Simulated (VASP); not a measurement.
# PtSe2 (Sudovikovite) (P-3m1) in VASP: single point with PBE

Aim: the single point of PtSe2 (Sudovikovite) with PBE.

All numbers are computed with VASP 6.6.1; they aren't measurements. Logs are shortened: lines on timing, memory, paths and dates and some standing lists are left out, and cuts for length are marked.

## Step 1: The cell of the first run

It takes space group P-3m1 (No. 164, trigonal). Conventional cell: a = 3.724 Å, b = 3.724 Å, c = 5.062 Å, α = 90.00°, β = 90.00°, γ = 120.00°. Pt (site symmetry -3m) has 6 Se at 2.49 Å within 3.3 Å. Within 3.3 Å of Se (site symmetry 3m) lie 3 Pt at 2.49 Å.

## Step 2: Single point, PBE

INCAR

```
SYSTEM = PtSe2
PREC = Accurate
ENCUT = 520
EDIFF = 1E-7
ISMEAR = 1
SIGMA = 0.05
LREAL = .False.
LASPH = .True.
NELM = 60
ALGO = Normal
ISIF = 2
LWAVE = .False.
LCHARG = .False.
GGA = PE
NBANDS = 18
```

KPOINTS

```
Automatic mesh
0
Gamma
  9 9 6
  0 0 0
```

POSCAR

```
PtSe2
1.0
    3.7240000000      0.0000000000      0.0000000000
   -1.8620000000      3.2250786000      0.0000000000
    0.0000000000      0.0000000000      5.0620000000
Pt Se
1 2
Direct
    0.0000000000      0.0000000000      0.0000000000
    0.3333333333      0.6666666667      0.2500000000
    0.6666666667      0.3333333333      0.7500000000
```

Potentials or basis: VASP PAW PBE potentials, release 64 (Pt, Se).

Launch:

```
$ cat potpaw_PBE.64/Pt/POTCAR potpaw_PBE.64/Se/POTCAR > POTCAR
$ mpirun -np 1 vasp_std > vasp.out
```

OUTCAR:

```text
SYSTEM = PtSe2
   PREC = Accurate
   ENCUT = 520
   EDIFF = 1E-7
   ISMEAR = 1
   LREAL = .False.
   LASPH = .True.
   NELM = 60
   ISIF = 2
   GGA = PE

 ion  position               nearest neighbor table
   1  0.000  0.000  0.000-   2 2.49   3 2.49   3 2.49   2 2.49   3 2.49   2 2.49
   2  0.333  0.667  0.250-   1 2.49   1 2.49   1 2.49
   3  0.667  0.333  0.750-   1 2.49   1 2.49   1 2.49

  LATTYP: Found a hexagonal cell.
 ALAT       =     3.7240000000
 C/A-ratio  =     1.3592910849

  Lattice vectors:

 A1 = (   3.7240000000,   0.0000000000,   0.0000000000)
 A2 = (  -1.8620000000,   3.2250786000,   0.0000000000)
 A3 = (   0.0000000000,   0.0000000000,   5.0620000000)

Analysis of symmetry for initial positions (statically):
=====================================================================
 Subroutine PRICEL returns:
 Original cell was already a primitive cell.

 Routine SETGRP: Setting up the symmetry group for a
 hexagonal supercell.

 Subroutine GETGRP returns: Found 12 space group operations
 (whereof 12 operations were pure point group operations)
 out of a pool of 24 trial point group operations.

The static configuration has the point symmetry D_3d.

Analysis of symmetry for dynamics (positions and initial velocities):
=====================================================================
 Subroutine PRICEL returns:
 Original cell was already a primitive cell.

 Routine SETGRP: Setting up the symmetry group for a
 hexagonal supercell.

 Subroutine GETGRP returns: Found 12 space group operations
 (whereof 12 operations were pure point group operations)
 out of a pool of 24 trial point group operations.

The dynamic configuration has the point symmetry D_3d.

 Subroutine INISYM returns: Found 12 space group operations
 (whereof 12 operations are pure point group operations),
 and found     1 'primitive' translations

----------------------------------------------------------------------------------------

                                     Primitive cell

  volume of cell :      60.7956

  direct lattice vectors                    reciprocal lattice vectors
     3.724000000  0.000000000  0.000000000     0.268528464  0.155034981  0.000000000
    -1.862000000  3.225078600  0.000000000     0.000000000  0.310069962  0.000000000
     0.000000000  0.000000000  5.062000000     0.000000000  0.000000000  0.197550375

  length of vectors
     3.724000000  3.723999997  5.062000000     0.310069962  0.310069962  0.197550375

  position of ions in fractional coordinates (direct lattice)
[... 81 lines left out ...]
   EDIFF  = 0.1E-06   stopping-criterion for ELM
   LREAL  =      F    real-space projection
   EDIFFG = 0.1E-05   stopping-criterion for IOM
   NSW    =      0    number of steps for IOM
   IBRION =     -1    ionic relax: 0-MD 1-quasi-New 2-CG
   NFREE  =      0    steps in history (QN), initial steepest desc. (CG)
   ISIF   =      2    stress and relaxation
   ISYM   =      2    0-nonsym 1-usesym 2-fastsym
   POTIM  = 0.5000    time-step for ionic-motion
   TEBEG  =    0.0;   TEEND  =   0.0 temperature during run
   PSTRESS=    0.0 pullay stress
   NELECT =      22.0000    total number of electrons
   NUPDOWN=      -1.0000    fix difference up-down
   EMIN   =  10.00;   EMAX   =-10.00  energy-range for DOS
   EFERMI =   0.00;   METHOD = LEGACY
   ISMEAR =     1;   SIGMA  =   0.05  broadening in eV -4-tet -1-fermi 0-gaus
   EFERMI_NEDOS =   21; number of points for ismear=-14 and -15
   IALGO  =     38    algorithm
   IMIX   =      4    mixing-type and parameters
     AMIX     =   0.40;   BMIX     =  1.00
     AMIX_MAG =   1.60;   BMIX_MAG =  1.00
  volume/ion in A,a.u.               =      20.27       136.76
  Fermi-wavevector in a.u.,A,eV,Ry     =   1.166608  2.204570 18.517184  1.360975
  Thomas-Fermi vector in A             =   2.303119
   LORBIT       =      0    0 simple, 1 ext, 2 COOP (PROOUT), +10 PAW based schemes
   GGA     = PE    functional components
   LHFCALC =     F    Hartree Fock is set to
   AEXX    =    0.0000 exact exchange contribution
   IVDW    =     0    specifies the selected vdW correction
   LEPSILON=     F    determine dielectric tensor
   LRPA    =     F    only Hartree local field effects (RPA)
 non-spin polarized calculation
 Methfessel and Paxton  Order N= 1 SIGMA  =   0.05
  energy-cutoff  :      520.00
  volume of cell :       60.80
 maximum number of plane-waves:      1650
   NGX = 13   NGY = 13   NGZ = 19

 number of electron      21.9999999 magnetization

 Free energy of the ion-electron system (eV)
  ---------------------------------------------------
  ext. energy  EPLUGINS =         0.00000000
  ---------------------------------------------------
  free energy    TOTEN  =       -14.18525101 eV

  energy without entropy =      -14.18538709  energy(sigma->0) =      -14.18529637

 E-fermi :   6.6098     XC(G=0): -10.6326

 val. band max:        6.5576718190   @ k =   0.3333   0.3333   0.0000
 cond. band min:       6.6122072832   @ k =   0.0000   0.3333   0.3333
 fundamental gap:      0.0545354641
 Fermi energy:         6.6098225405

 k-point     1 :       0.0000    0.0000    0.0000
  band No.  band energies     occupation
      1      -9.1795      2.00000
      2      -6.3553      2.00000
      3      -0.6638      2.00000
      4       0.0409      2.00000
      5       0.0409      2.00000
      6       2.5009      2.00000
[... 481 lines left out ...]
      5       0.8400      2.00000
      6       1.2529      2.00000
[... 10 lines left out ...]
     17      14.3632      0.00000
     18      16.1437      0.00000

 [... further k-points ...]

------------------------ aborting loop because EDIFF is reached ----------------------------------------

  FORCE on cell =-STRESS in cart. coord.  units (eV):
  Direction    XX          YY          ZZ          XY          YZ          ZX
  --------------------------------------------------------------------------------------
  -------------------------------------------------------------------------------------
  Total        3.0096169      3.0096169      2.2821375      0.0000000      0.0000000      0.0000000
  in kB       79.3139693     79.3139691     60.1423332      0.0000000      0.0000000      0.0000000
  external PRESSURE =      72.9234238 kB  Pullay stress =       0.0000000 kB

 VOLUME and BASIS-vectors are now :
 -----------------------------------------------------------------------------
  energy-cutoff  :      520.00
  volume of cell :       60.80
      direct lattice vectors                 reciprocal lattice vectors
     3.724000000  0.000000000  0.000000000     0.268528464  0.155034981  0.000000000
    -1.862000000  3.225078600  0.000000000     0.000000000  0.310069962  0.000000000
     0.000000000  0.000000000  5.062000000     0.000000000  0.000000000  0.197550375

 POSITION                                       TOTAL-FORCE (eV/Angst)
 -----------------------------------------------------------------------------------
      0.00000      0.00000      0.00000         0.000000      0.000000      0.000000
     -0.00000      2.15005      1.26550        -0.000000      0.000000      0.589223
      1.86200      1.07503      3.79650         0.000000     -0.000000     -0.589223
 -----------------------------------------------------------------------------------
    total drift:                               -0.000000     -0.000000     -0.000000

  FREE ENERGIE OF THE ION-ELECTRON SYSTEM (eV)
  ---------------------------------------------------
  free  energy   TOTEN  =       -14.1852510128 eV

  energy  without entropy=      -14.1853870914  energy(sigma->0) =      -14.18529637
```

stdout:

```text
POSCAR found type information on POSCAR PtSe
 POSCAR found :  2 types and       3 ions
 scaLAPACK will be used
 LDA part: xc-table for (Slater+PW92), standard interpolation
 POSCAR, INCAR and KPOINTS ok, starting setup
 FFT: planning ... GRIDC
 FFT: planning ... GRID_SOFT
 FFT: planning ... GRID
 WAVECAR not read
 entering main loop
```

It took 53 s on 1 thread of Intel Xeon 6975P-C, shared host; peak memory 0.22 GiB.

What came out:

```yaml
Free_energy: -14.1853 eV
Pressure: 7.3 GPa
Largest_force: 0.589 eV/Å
Band_gap_on_the_k_mesh: zero (band 11 reaches 6.94 eV, above the bottom of band 12 at 6.56 eV)
```

Forces on the atoms (eV/Å):
```
Pt   0.000  0.000  0.000
Se   0.000  0.000  0.589
Se   0.000  0.000 -0.589
```

Stress tensor (GPa, compression positive):
```
7.93 0.00 0.00
0.00 7.93 0.00
0.00 0.00 6.01
```

Levels at points of the mesh, in eV from the Fermi level:
| k point | band 7 | band 8 | band 9 | band 10 | band 11 | band 12 | band 13 | band 14 | band 15 | band 16 |
| --- | --- | --- | --- | --- | --- | --- | --- | --- | --- | --- |
| (0.00, 0.00, 0.00) | -4.11 | -2.66 | -1.15 | -1.15 | 0.33 | 1.39 | 1.39 | 3.54 | 4.14 | 7.20 |
| (0.00, 0.00, 0.50) | -4.14 | -3.03 | -1.79 | -1.58 | -1.58 | 2.23 | 2.23 | 4.73 | 6.26 | 6.68 |

Caveat: spin-orbit coupling is left out, which moves the levels of the heavy elements.
